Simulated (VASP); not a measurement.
Wanted: the native input for a VASP 6.6.1 run.

| Quantity | Value |
| --- | --- |
| Task | relaxation of cell and atoms |
| Functional | PBE |
| Potentials or basis | VASP PAW PBE potentials, release 64 (Na_pv, F) |
| Cutoff | 600 eV |
| k mesh | 7 × 7 × 7 |
| Occupations | gaussian, width 0.01 eV |
| Spin | no spin polarisation |
| Dipole correction | no |
| Further INCAR settings | ALGO = Normal; EDIFF = 1e-07; IBRION = 2; EDIFFG = -0.03; NSW = 80; ISIF = 3 |

The structure of NaF lies in POSCAR:

```
NaF
1.0
    0.0000000000      2.3200000000      2.3200000000
    2.3200000000      0.0000000000      2.3200000000
    2.3200000000      2.3200000000      0.0000000000
Na F
1 1
Direct
    0.0000000000      0.0000000000      0.0000000000
    0.5000000000      0.5000000000      0.5000000000
```

The input as run:

INCAR

```
ALGO = Normal
EDIFF = 1E-7
EDIFFG = -0.03
ENCUT = 600
GGA = PE
GGA_COMPAT = False
IBRION = 2
ISIF = 3
ISMEAR = 0
LASPH = True
LCHARG = False
LREAL = False
LWAVE = False
NELM = 120
NELMIN = 4
NSW = 80
PREC = Accurate
SIGMA = 0.01
```

KPOINTS

```
k-points
0
Gamma
  7 7 7
```

Potentials or basis: VASP PAW PBE potentials, release 64 (Na_pv, F).

Launch:

```console
$ cat potpaw_PBE.64/Na_pv/POTCAR potpaw_PBE.64/F/POTCAR > POTCAR
$ mpirun -np 1 vasp_std > vasp.out
```

Results of the run:

```yaml
Relaxed_volume: 12.95 Å³/atom
Relaxed_cell: a = 3.321 Å, b = 3.321 Å, c = 3.321 Å, α = 60.00°, β = 60.00°, γ = 60.00°
Space_group_after_relaxing_to_0.1_Å: Fm-3m (No. 225)
Energy_gained_by_relaxing: 2.3 meV/atom
Ionic_steps: 3
Pressure_after_relaxing: -0.1 GPa
Band_gap_on_the_k_mesh: 6.09 eV
```

Run time: 40 s on 1 thread of Intel Xeon 8259CL, with other jobs on the host, peak memory 0.15 GiB.
